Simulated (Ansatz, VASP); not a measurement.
One calculation of KZnF3, two programs

The input INCAR:

```
SYSTEM = KZnF3
  PREC = Accurate
  ENCUT = 520
  EDIFF = 1E-6
  ISMEAR = 0
  SIGMA = 0.05
  LREAL = .False.
  LASPH = .True.
  NELM = 80
  ALGO = Normal
  ISIF = 2
  LWAVE = .False.
  LCHARG = .True.
  LELF = .True.
  LVHAR = .True.
  NBANDS = 29
```

KPOINTS

```
Automatic mesh
0
Gamma
  6 6 6
  0 0 0
```

Contents of POSCAR:

```
KZnF3
1.0
    3.5380008822      0.0000000000      0.0000000000
    0.0000000000      3.5380008822      0.0000000000
    0.0000000000      0.0000000000      5.3070013233
K Zn F
1 1 3
Direct
    0.0000000000      0.0000000000      0.0000000000
    0.5000000000      0.5000000000      0.5000000000
    0.5000000000      0.5000000000      0.0000000000
    0.0000000000      0.5000000000      0.5000000000
    0.5000000000      0.0000000000      0.5000000000
```

Input for Ansatz:

```yaml
crystal:
  lattice:
    - [3.5380008822, 0.0, 0.0]
    - [0.0, 3.5380008822, 0.0]
    - [0.0, 0.0, 5.3070013233]
  atoms:
    - { symbol: K, position: [0.0, 0.0, 0.0] }
    - { symbol: Zn, position: [0.5, 0.5, 0.5] }
    - { symbol: F, position: [0.5, 0.5, 0.0] }
    - { symbol: F, position: [0.0, 0.5, 0.5] }
    - { symbol: F, position: [0.5, 0.0, 0.5] }
basis:
  ecutwfc: 420
kpoints:
  mp_grid: { grid: [6, 6, 6] }
hamiltonian:
  xc: lda
scf:
  occupations: { method: gaussian, width: 0.05 }
output:
  forces: true
  stress: true
  eigenvalues: true
```

Alike in both runs: task single point; functional LDA; k mesh 6 × 6 × 6; occupations gaussian, width 0.05 eV; no spin polarisation.

|  | VASP | Ansatz |
| --- | --- | --- |
| version | VASP 6.6.1 | Ansatz 0.2.0 |
| potentials or method | VASP PAW LDA potentials, release 64 (K_sv, Zn, F), cutoff 520 eV | scalar-relativistic, plane waves, PAW |
| valence electrons in the cell | 42 | 42 |

|  | VASP | Ansatz | Ansatz less VASP |
| --- | --- | --- | --- |
| gap on the k mesh at the Fermi level (eV) | 2.33 | 2.37 | +0.044 |
| least direct gap on the mesh (eV) | 5.11 | 5.13 | +0.022 |
| pressure (GPa) | 15.8 | 14.8 | -1.06 |
| traceless stress, the component that is largest in VASP (GPa) | -23.50 | -22.24 | +1.258 |

LDA's correlation is that of Perdew and Zunger in VASP and of Perdew and Wang (1992) in Ansatz.
